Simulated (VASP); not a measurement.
**BN: single point with r2SCAN**

The system is BN.

```xyz
4
Lattice="2.6010 0.0000 0.0000 -1.3005 2.2525 0.0000 0.0000 0.0000 6.8575" Properties=species:S:1:pos:R:3 pbc="T T T"
B     0.0000    1.5017    1.7144
B     1.3005    0.7508    5.1431
N     0.0000    1.5017    5.1431
N     1.3005    0.7508    1.7144
```

```json
{
  "Program": "VASP 6.6.1",
  "Task": "single point",
  "Functional": "r2SCAN",
  "Potentials or basis": "VASP PAW PBE potentials, release 64 (B, N)",
  "Cutoff": "520 eV",
  "k mesh": "12 × 12 × 4",
  "Occupations": "gaussian, width 0.02 eV",
  "Spin": "no spin polarisation",
  "Dipole correction": "no",
  "Further INCAR settings": "ALGO = Normal; EDIFF = 1e-06; NBANDS = 16"
}
```

- Pressure: -23.4 GPa
- Band gap on the k mesh: 4.71 eV (least direct gap 5.04 eV)

Stress tensor (GPa, compression positive):
```
-34.99   0.00   0.00
  0.00 -34.99   0.00
  0.00   0.00  -0.24
```

Levels at points of the mesh, in eV from the valence-band top:
```
           k point  band 6  band 7  band 8  band 9  band 10  band 11
(0.00, 0.00, 0.00)   -1.46   -1.43   -1.43    5.37    10.28    10.97
(0.50, 0.00, 0.00)   -4.04   -1.27   -0.38    4.71     5.93     9.12
(0.00, 0.00, 0.50)   -1.44   -1.44   -1.44    7.54     7.54    11.43
(0.50, 0.00, 0.50)   -4.07   -0.81   -0.81    5.11     5.11     9.42
```

Run time: 3.7 min on 1 thread of AMD EPYC 7R13 (shared host), peak memory 0.14 GiB.

Caveat: the cell stands under tension; the PAW data sets were made with another functional, which shifts forces and pressure a little. A k mesh can miss the band edges.
